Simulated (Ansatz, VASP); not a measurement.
InO in VASP and in Ansatz

```
In O
1.0
     3.69462    0.00000    0.00000
    -1.84731    3.19964    0.00000
     0.00000    0.00000   13.66086
In O
2 2
Direct
  0.66667 0.33333 0.58953
  0.66667 0.33333 0.41047
  0.00000 0.00000 0.63988
  0.00000 0.00000 0.36012
```

Alike in both runs: task single point; functional PBE; dispersion D3(BJ); k mesh 12 × 12 × 4; occupations gaussian, width 0.05 eV; no spin polarisation.

```csv
,VASP,Ansatz
version,VASP 6.6.1,Ansatz 0.2.0
potentials or method,"VASP PAW PBE potentials, release 64 (In_d, O), cutoff 600 eV","scalar-relativistic, plane waves, PAW"
valence electrons in the cell,38,38
```

VASP gave:

| Quantity | Value |
| --- | --- |
| gap on the k mesh at the Fermi level (eV) | 0.19 |
| least direct gap on the mesh (eV) | 0.81 |
| rms of the force components (eV/Å) | 1.562 |

Task: Estimate Ansatz's values.

Result: gap on the k mesh at the Fermi level (eV): 0.20; least direct gap on the mesh (eV): 0.82; rms of the force components (eV/Å): 1.567.

Atom by atom the forces differ by 0.010 eV/Å (rms over components). Ansatz's warnings: xc potential rough in thin density.
